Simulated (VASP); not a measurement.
# Na (Pm-3m) in VASP: further runs

Na is run at these levels: PBEsol; tasks: single point, relaxation of cell and atoms.

Program: VASP 6.6.1. These are calculated values, not measurements. Logs are shortened: lines on timing, memory, paths and dates and some standing lists are left out, and cuts for length are marked.

## (1) The cell of the first run

Symmetry: Pm-3m, No. 221, cubic system. The conventional cell has a = 2.627 Å, b = 2.627 Å, c = 2.627 Å, α = 90.00°, β = 90.00°, γ = 90.00°. Within 3.5 Å of Na (site symmetry m-3m) lie 6 Na at 2.63 Å.

This isn't the form of Na at room conditions, which is bcc.

## (2) Single point, PBEsol

The input, INCAR:

```
SYSTEM = Na
PREC     = Accurate       ! precision mode
ENCUT    = 520            ! plane-wave cutoff, eV
EDIFF    = 1E-7           ! SCF threshold, eV
ISMEAR   = 1              ! smearing method
SIGMA    = 0.05           ! smearing width, eV
LREAL    = .FALSE.        ! projectors in reciprocal space
LASPH    = .TRUE.         ! aspherical terms in the spheres
NELM     = 100            ! most SCF steps
ALGO     = Normal         ! electronic algorithm
ISIF     = 2              ! what is computed and relaxed
LWAVE    = .FALSE.        ! write WAVECAR
LCHARG   = .TRUE.         ! write CHGCAR
GGA      = PS             ! functional
LELF     = .TRUE.         ! ELF
LVHAR    = .TRUE.       
NBANDS   = 10             ! bands
```

The input, KPOINTS:

```
regular mesh
0
G
  6 6 6
  0 0 0
```

The input, POSCAR:

```
Na
1.0
    2.6270711050      0.0000000000      0.0000000000
    0.0000000000      2.6270711050      0.0000000000
    0.0000000000      0.0000000000      2.6270711050
Na
1
Direct
    0.0000000000      0.0000000000      0.0000000000
```

Potentials or basis: VASP PAW PBE potentials, release 64 (Na_pv).

The run is started by

```console
$ cat potpaw_PBE.64/Na_pv/POTCAR > POTCAR
$ mpirun -np 1 vasp_std > vasp.out
```

OUTCAR:

```text
SYSTEM = Na
   PREC = Accurate
   ENCUT = 520
   EDIFF = 1E-7
   ISMEAR = 1
   LREAL = .FALSE.
   LASPH = .TRUE.
   NELM = 100
   ISIF = 2
   GGA = PS

 ion  position               nearest neighbor table
   1  0.000  0.000  0.000-

  LATTYP: Found a simple cubic cell.
 ALAT       =     2.6270711050

  Lattice vectors:

 A1 = (   2.6270711050,   0.0000000000,   0.0000000000)
 A2 = (   0.0000000000,   2.6270711050,   0.0000000000)
 A3 = (   0.0000000000,   0.0000000000,   2.6270711050)

Analysis of symmetry for initial positions (statically):
=====================================================================
 Subroutine PRICEL returns:
 Original cell was already a primitive cell.

 Routine SETGRP: Setting up the symmetry group for a
 simple cubic supercell.

 Subroutine GETGRP returns: Found 48 space group operations
 (whereof 48 operations were pure point group operations)
 out of a pool of 48 trial point group operations.

The static configuration has the point symmetry O_h .

Analysis of symmetry for dynamics (positions and initial velocities):
=====================================================================
 Subroutine PRICEL returns:
 Original cell was already a primitive cell.

 Routine SETGRP: Setting up the symmetry group for a
 simple cubic supercell.

 Subroutine GETGRP returns: Found 48 space group operations
 (whereof 48 operations were pure point group operations)
 out of a pool of 48 trial point group operations.

The dynamic configuration has the point symmetry O_h .

 Subroutine INISYM returns: Found 48 space group operations
 (whereof 48 operations are pure point group operations),
 and found     1 'primitive' translations

----------------------------------------------------------------------------------------

                                     Primitive cell

  volume of cell :      18.1307

  direct lattice vectors                    reciprocal lattice vectors
     2.627071105  0.000000000  0.000000000     0.380652049  0.000000000  0.000000000
     0.000000000  2.627071105  0.000000000     0.000000000  0.380652049  0.000000000
     0.000000000  0.000000000  2.627071105     0.000000000  0.000000000  0.380652049

  length of vectors
     2.627071105  2.627071105  2.627071105     0.380652049  0.380652049  0.380652049

  position of ions in fractional coordinates (direct lattice)
[... 75 lines left out ...]
   NSW    =      0    number of steps for IOM
   IBRION =     -1    ionic relax: 0-MD 1-quasi-New 2-CG
   NFREE  =      0    steps in history (QN), initial steepest desc. (CG)
   ISIF   =      2    stress and relaxation
   ISYM   =      2    0-nonsym 1-usesym 2-fastsym
   POTIM  = 0.5000    time-step for ionic-motion
   TEBEG  =    0.0;   TEEND  =   0.0 temperature during run
   PSTRESS=    0.0 pullay stress
   NELECT =       7.0000    total number of electrons
   NUPDOWN=      -1.0000    fix difference up-down
   EMIN   =  10.00;   EMAX   =-10.00  energy-range for DOS
   EFERMI =   0.00;   METHOD = LEGACY
   ISMEAR =     1;   SIGMA  =   0.05  broadening in eV -4-tet -1-fermi 0-gaus
   EFERMI_NEDOS =   21; number of points for ismear=-14 and -15
   IALGO  =     38    algorithm
   IMIX   =      4    mixing-type and parameters
     AMIX     =   0.40;   BMIX     =  1.00
     AMIX_MAG =   1.60;   BMIX_MAG =  1.00
  volume/ion in A,a.u.               =      18.13       122.35
  Fermi-wavevector in a.u.,A,eV,Ry     =   1.192072  2.252689 19.334352  1.421035
  Thomas-Fermi vector in A             =   2.328118
   LORBIT       =      0    0 simple, 1 ext, 2 COOP (PROOUT), +10 PAW based schemes
   GGA     = PS    functional components
   LHFCALC =     F    Hartree Fock is set to
   AEXX    =    0.0000 exact exchange contribution
   IVDW    =     0    specifies the selected vdW correction
   LEPSILON=     F    determine dielectric tensor
   LRPA    =     F    only Hartree local field effects (RPA)
 non-spin polarized calculation
 Methfessel and Paxton  Order N= 1 SIGMA  =   0.05
  energy-cutoff  :      520.00
  volume of cell :       18.13
 maximum number of plane-waves:       500
 NGX is ok and might be reduce to    20
   NGX =  9   NGY =  9   NGZ =  9

 number of electron       7.0000008 magnetization

 Free energy of the ion-electron system (eV)
  ---------------------------------------------------
  ext. energy  EPLUGINS =         0.00000000
  ---------------------------------------------------
  free energy    TOTEN  =        -0.54790684 eV

  energy without entropy =       -0.54594936  energy(sigma->0) =       -0.54725435

 E-fermi :   3.6163     XC(G=0):  -8.7714

 val. band max:        3.1622343534   @ k =   0.5000   0.0000   0.0000
 cond. band min:       3.6218358675   @ k =   0.3333   0.3333   0.1667
 fundamental gap:      0.4596015142
 Fermi energy:         3.6162787820

 k-point     1 :       0.0000    0.0000    0.0000
  band No.  band energies     occupation
      1     -21.6631      2.00000
      2     -21.6631      2.00000
      3     -21.6631      2.00000
      4      -1.6947      2.00000
      5      15.3897      0.00000
      6      15.3897      0.00000
      7      19.5388      0.00000
      8      19.5388      0.00000
      9      19.5388      0.00000
     10      25.4148      0.00000
[... 235 lines left out ...]
 k-point    20 :       0.5000    0.5000    0.5000
  band No.  band energies     occupation
      1     -21.9838      2.00000
      2     -21.9838      2.00000
      3     -21.9838      2.00000
      4      11.3503      0.00000
      5      11.3503      0.00000
      6      11.3503      0.00000
      7      13.3558      0.00000
      8      14.4819      0.00000
      9      14.4819      0.00000
     10      14.4819      0.00000

------------------------ aborting loop because EDIFF is reached ----------------------------------------

  FORCE on cell =-STRESS in cart. coord.  units (eV):
  Direction    XX          YY          ZZ          XY          YZ          ZX
  --------------------------------------------------------------------------------------
  -------------------------------------------------------------------------------------
  Total        2.2737393      2.2737393      2.2737393      0.0000000     -0.0000000      0.0000000
  in kB      200.9258252    200.9258252    200.9258252      0.0000000     -0.0000000      0.0000000
  external PRESSURE =     200.9258252 kB  Pullay stress =       0.0000000 kB

 VOLUME and BASIS-vectors are now :
 -----------------------------------------------------------------------------
  energy-cutoff  :      520.00
  volume of cell :       18.13
      direct lattice vectors                 reciprocal lattice vectors
     2.627071105  0.000000000  0.000000000     0.380652049  0.000000000  0.000000000
     0.000000000  2.627071105  0.000000000     0.000000000  0.380652049  0.000000000
     0.000000000  0.000000000  2.627071105     0.000000000  0.000000000  0.380652049

 POSITION                                       TOTAL-FORCE (eV/Angst)
 -----------------------------------------------------------------------------------
      0.00000      0.00000      0.00000         0.000000      0.000000      0.000000
 -----------------------------------------------------------------------------------
    total drift:                                0.000000      0.000000      0.000000

  FREE ENERGIE OF THE ION-ELECTRON SYSTEM (eV)
  ---------------------------------------------------
  free  energy   TOTEN  =        -0.5479068386 eV

  energy  without entropy=       -0.5459493647  energy(sigma->0) =       -0.54725435
```

Wall time 4.3 s (1 thread of Intel Xeon 8259CL, shared host); peak memory 0.12 GiB.

What came out:

| Quantity | Value |
| --- | --- |
| Free energy | -0.5479 eV |
| Pressure | 20.1 GPa |
| Band gap on the k mesh | zero (an odd number of electrons rules out a gap without spin polarisation) |

Caveat: the k points lie up to 0.40 Å⁻¹ apart, too coarse for converged energies and pressures of a metal; the PAW data sets were made with another functional, which shifts forces and pressure a little.

## (3) Single point, PBEsol

This run uses another cell than the first one, of 22.25 Å³/atom.

The input, INCAR:

```
PREC = Accurate ; ENCUT = 520
EDIFF = 1E-7 ; ISMEAR = 1
SIGMA = 0.05 ; LREAL = False
LASPH = True ; NELM = 100
ALGO = Normal ; ISIF = 2
LWAVE = False ; LCHARG = True
GGA = PS ; LELF = True
LVHAR = True ; NBANDS = 10
```

The input, KPOINTS:

```
Automatic mesh
0
Gamma
  6 6 6
```

The input, POSCAR:

```
Na
1.0
    2.8124611331      0.0000000000      0.0000000000
    0.0000000000      2.8124611331      0.0000000000
    0.0000000000      0.0000000000      2.8124611331
Na
1
Direct
    0.0000000000      0.0000000000      0.0000000000
```

Potentials or basis: VASP PAW PBE potentials, release 64 (Na_pv).

The run is started by

```console
$ cat potpaw_PBE.64/Na_pv/POTCAR > POTCAR
$ mpirun -np 1 vasp_std > vasp.out
```

It took 4.1 s on 1 thread of Intel Xeon 8259CL, shared host; peak memory 0.13 GiB.

The run converged. Its results:

| Quantity | Value |
| --- | --- |
| Free energy | -0.9197 eV |
| Pressure | 10.1 GPa |
| Band gap on the k mesh | zero (an odd number of electrons rules out a gap without spin polarisation) |

Levels at points of the mesh, in eV from the Fermi level:
```csv
k point,band 1,band 2,band 3,band 4,band 5,band 6,band 7
"(0.00, 0.00, 0.00)",-25.10,-25.10,-25.10,-4.70,10.74,10.74,13.89
"(0.50, 0.00, 0.00)",-25.38,-25.08,-25.08,-0.37,0.61,14.09,16.07
"(0.50, 0.50, 0.00)",-25.33,-25.33,-25.05,3.27,4.29,4.29,6.75
"(0.50, 0.50, 0.50)",-25.29,-25.29,-25.29,7.21,7.21,7.21,8.95
```

Caveat: the k points lie up to 0.37 Å⁻¹ apart, too coarse for converged energies and pressures of a metal; the PAW data sets were made with another functional, which shifts forces and pressure a little.

## (4) Single point, PBEsol

This run uses another cell than the first one, of 26.50 Å³/atom.

The input, INCAR:

```
PREC = Accurate
ENCUT = 520
EDIFF = 1E-6
ISMEAR = 1
SIGMA = 0.05
LREAL = False
LASPH = True
NELM = 100
ALGO = Normal
ISIF = 2
LWAVE = False
LCHARG = True
GGA = PS
LELF = True
LVHAR = True
NBANDS = 10
```

The input, KPOINTS:

```
regular mesh
0
Gamma
  6 6 6
```

The input, POSCAR:

```
Na
1.0
    2.9813721042      0.0000000000      0.0000000000
    0.0000000000      2.9813721042      0.0000000000
    0.0000000000      0.0000000000      2.9813721042
Na
1
Direct
    0.0000000000      0.0000000000      0.0000000000
```

The run is started by

```console
$ cat potpaw_PBE.64/Na_pv/POTCAR > POTCAR
$ mpirun -np 1 vasp_std > vasp.out
```

It took 4.1 s on 1 thread of Intel Xeon 8259CL, shared host; peak memory 0.13 GiB.

The run converged. Its results:

| Item | Value |
| --- | --- |
| Free energy | -1.1128 eV |
| Pressure | 4.9 GPa |
| Band gap on the k mesh | zero (an odd number of electrons rules out a gap without spin polarisation) |

Levels at points of the mesh, in eV from the Fermi level:
| k point | band 1 | band 2 | band 3 | band 4 | band 5 | band 6 | band 7 |
| --- | --- | --- | --- | --- | --- | --- | --- |
| (0.00, 0.00, 0.00) | -25.03 | -25.03 | -25.03 | -4.21 | 9.89 | 9.89 | 12.35 |
| (0.50, 0.00, 0.00) | -25.20 | -25.02 | -25.02 | -0.28 | 0.41 | 12.88 | 14.65 |
| (0.50, 0.50, 0.00) | -25.18 | -25.18 | -25.00 | 3.25 | 3.77 | 3.77 | 5.75 |
| (0.50, 0.50, 0.50) | -25.15 | -25.15 | -25.15 | 6.75 | 6.75 | 6.75 | 8.00 |

Caveat: the cell stands under pressure; the PAW data sets were made with another functional, which shifts forces and pressure a little.

## (5) Single point, PBEsol

This run uses another cell than the first one, of 38.81 Å³/atom.

The input, INCAR:

```
SYSTEM = Na
PREC     = Accurate       ! precision mode
ENCUT    = 520            ! plane-wave cutoff, eV
EDIFF    = 1E-6           ! SCF threshold, eV
ISMEAR   = 1              ! smearing method
SIGMA    = 0.05           ! smearing width, eV
LREAL    = .False.        ! projectors in reciprocal space
LASPH    = .True.         ! aspherical terms in the spheres
NELM     = 60             ! most SCF steps
ALGO     = Normal         ! electronic algorithm
ISIF     = 2              ! what is computed and relaxed
LWAVE    = .False.        ! write WAVECAR
LCHARG   = .False.        ! write CHGCAR
GGA      = PS             ! functional
NBANDS   = 10             ! bands
```

The input, KPOINTS:

```
Automatic mesh
0
Gamma
  6 6 6
  0 0 0
```

The input, POSCAR:

```
Na
1.0
    3.3857806670      0.0000000000      0.0000000000
    0.0000000000      3.3857806670      0.0000000000
    0.0000000000      0.0000000000      3.3857806670
Na
1
Direct
    0.0000000000      0.0000000000      0.0000000000
```

The run is started by

```console
$ cat potpaw_PBE.64/Na_pv/POTCAR > POTCAR
$ mpirun -np 1 vasp_std > vasp.out
```

Wall time 7.3 s (1 thread of Intel Xeon 8259CL, shared host); peak memory 0.14 GiB.

It converged, with:

| Item | Value |
| --- | --- |
| Free energy | -1.2575 eV |
| Pressure | 0.0 GPa |
| Band gap on the k mesh | zero (an odd number of electrons rules out a gap without spin polarisation) |

Levels at points of the mesh, in eV from the Fermi level:
```tsv
k point	band 1	band 2	band 3	band 4	band 5	band 6
(0.00, 0.00, 0.00)	-25.10	-25.10	-25.10	-3.29	8.20	8.20
(0.50, 0.00, 0.00)	-25.15	-25.10	-25.10	-0.09	0.10	10.51
(0.50, 0.50, 0.00)	-25.15	-25.15	-25.09	2.89	2.89	3.08
(0.50, 0.50, 0.50)	-25.14	-25.14	-25.14	5.78	5.78	5.78
```

Caveat: the PAW data sets were made with another functional, which shifts forces and pressure a little.

## (6) Relaxation of cell and atoms, PBEsol

This run uses another cell than the first one, of 43.24 Å³/atom.

The input, INCAR:

```
SYSTEM = Na
  PREC = Accurate
  ENCUT = 600
  EDIFF = 1E-6
  ISMEAR = 1
  SIGMA = 0.05
  LREAL = .FALSE.
  LASPH = .TRUE.
  NELM = 60
  ALGO = Normal
  ISIF = 3
  LWAVE = .FALSE.
  LCHARG = .FALSE.
  GGA = PS
  IBRION = 2
  NSW = 80
  EDIFFG = -0.02
```

The input, KPOINTS:

```
regular mesh
0
G
  6 6 6
  0 0 0
```

The input, POSCAR:

```
Na
1.0
    3.5100000000      0.0000000000      0.0000000000
    0.0000000000      3.5100000000      0.0000000000
    0.0000000000      0.0000000000      3.5100000000
Na
1
Direct
    0.0000000000      0.0000000000      0.0000000000
```

Potentials or basis: VASP PAW PBE potentials, release 64 (Na_pv).

The run is started by

```console
$ cat potpaw_PBE.64/Na_pv/POTCAR > POTCAR
$ mpirun -np 1 vasp_std > vasp.out
```

OUTCAR:

```text
SYSTEM = Na
   PREC = Accurate
   ENCUT = 600
   EDIFF = 1E-6
   ISMEAR = 1
   LREAL = .FALSE.
   LASPH = .TRUE.
   NELM = 60
   ISIF = 3
   GGA = PS
   IBRION = 2
   NSW = 80
   EDIFFG = -0.02

 ion  position               nearest neighbor table
   1  0.000  0.000  0.000-

  LATTYP: Found a simple cubic cell.
 ALAT       =     3.5100000000

  Lattice vectors:

 A1 = (   3.5100000000,   0.0000000000,   0.0000000000)
 A2 = (   0.0000000000,   3.5100000000,   0.0000000000)
[... 173 lines left out ...]

  FORCE on cell =-STRESS in cart. coord.  units (eV):
  Direction    XX          YY          ZZ          XY          YZ          ZX
  --------------------------------------------------------------------------------------
  -------------------------------------------------------------------------------------
  Total       -0.1489009     -0.1489009     -0.1489009      0.0000000     -0.0000000     -0.0000000
  in kB       -5.5167932     -5.5167932     -5.5167932      0.0000000     -0.0000000     -0.0000000
  external PRESSURE =      -5.5167932 kB  Pullay stress =       0.0000000 kB
[... 92 lines left out ...]
--------------------------------------- Ionic step        4  -------------------------------------------

 number of electron       7.0000008 magnetization

 Free energy of the ion-electron system (eV)
  ---------------------------------------------------
  ext. energy  EPLUGINS =         0.00000000
  ---------------------------------------------------
  free energy    TOTEN  =        -1.25806294 eV

  energy without entropy =       -1.25656249  energy(sigma->0) =       -1.25756279

 E-fermi :   0.3117     XC(G=0):  -6.3884

 val. band max:        0.2232394177   @ k =   0.5000   0.0000   0.0000
 cond. band min:       0.3117187530   @ k =   0.3333   0.3333   0.1667
 fundamental gap:      0.0884793353
 Fermi energy:         0.3116527667

 k-point     1 :       0.0000    0.0000    0.0000
  band No.  band energies     occupation
      1     -24.7890      2.00000
      2     -24.7890      2.00000
      3     -24.7890      2.00000
      4      -2.9929      2.00000
      5       8.5278      0.00000
      6       8.5278      0.00000
      7       9.8719      0.00000
[... 216 lines left out ...]
  FREE ENERGIE OF THE ION-ELECTRON SYSTEM (eV)
  ---------------------------------------------------
  free  energy   TOTEN  =        -1.2580629377 eV

  energy  without entropy=       -1.2565624941  energy(sigma->0) =       -1.25756279

 reached required accuracy - stopping structural energy minimisation
```

OSZICAR:

```text
N       E                     dE             d eps       ncg     rms          rms(c)
DAV:   1     0.205162457469E+02    0.20516E+02   -0.39450E+03   280   0.874E+02
DAV:   2    -0.831722957757E+00   -0.21348E+02   -0.21347E+02   308   0.139E+02
DAV:   3    -0.124982734595E+01   -0.41810E+00   -0.41810E+00   378   0.276E+01
[... 27 lines left out ...]
DAV:   2    -0.126443481026E+01    0.18428E-01   -0.23270E-02   280   0.331E+00    0.549E-01
DAV:   3    -0.125847891852E+01    0.59559E-02   -0.10607E-02   280   0.214E+00    0.570E-02
DAV:   4    -0.125806890311E+01    0.41002E-03   -0.34378E-04   280   0.449E-01    0.430E-03
DAV:   5    -0.125806349642E+01    0.54067E-05   -0.55278E-06   280   0.574E-02    0.158E-03
DAV:   6    -0.125806293767E+01    0.55875E-06   -0.32359E-07   140   0.141E-02
   4 F= -.12580629E+01 E0= -.12575628E+01  d E =-.852830E-02
```

Wall time 14 s (1 thread of Intel Xeon 8259CL, shared host); peak memory 0.15 GiB.

Results:

- Free energy: -1.2581 eV
- Relaxed volume: 38.64 Å³/atom
- Relaxed cell: a = 3.381 Å, b = 3.381 Å, c = 3.381 Å, α = 90.00°, β = 90.00°, γ = 90.00°
- Space group after relaxing (to 0.1 Å): Pm-3m (No. 221)
- Energy gained by relaxing: 8.5 meV/atom
- Ionic steps: 4
- Pressure after relaxing: 0.0 GPa
- Band gap on the k mesh: zero (an odd number of electrons rules out a gap without spin polarisation)

Step by step:
```csv
step,energy change (eV),largest force (eV/Å),pressure (GPa),volume (Å³)
1,0.0000,0.0000,-0.55,43.24
2,-0.0030,0.0000,-0.49,42.32
3,-0.0082,0.0000,-0.14,39.62
4,-0.0085,0.0000,0.02,38.64
```

Final structure:
```
Na
1.0
     3.38063    0.00000    0.00000
     0.00000    3.38063    0.00000
     0.00000    0.00000    3.38063
Na
1
Cartesian
  0.0000 0.0000 0.0000
```

Caveat: the PAW data sets were made with another functional, which shifts forces and pressure a little.

## (7) Overview

```csv
task,cell,cutoff (eV),gap on the mesh (eV),pressure (GPa)
single point,"a = 2.627 Å, 1 atom",520,none,20.1
single point,"a = 2.812 Å, 1 atom",520,none,10.1
single point,"a = 2.981 Å, 1 atom",520,none,4.9
single point,"a = 3.386 Å, 1 atom",520,none,0.0
relaxation of cell and atoms,"relaxed from a = 3.510 Å, 1 atom",600,none,0.0
```

Alike in all rows: level PBEsol; potentials or basis VASP PAW PBE potentials, release 64 (Na_pv); no spin polarisation; k mesh 6 × 6 × 6; smearing methfessel-paxton 0.05 eV.

Caveats: some runs use coarse meshes; the PAW data sets were made with another functional, which shifts forces and pressure a little; the cell stands under pressure (at least some runs).

Total energies depend on the potentials used, so only differences within one code and one set of settings carry meaning.
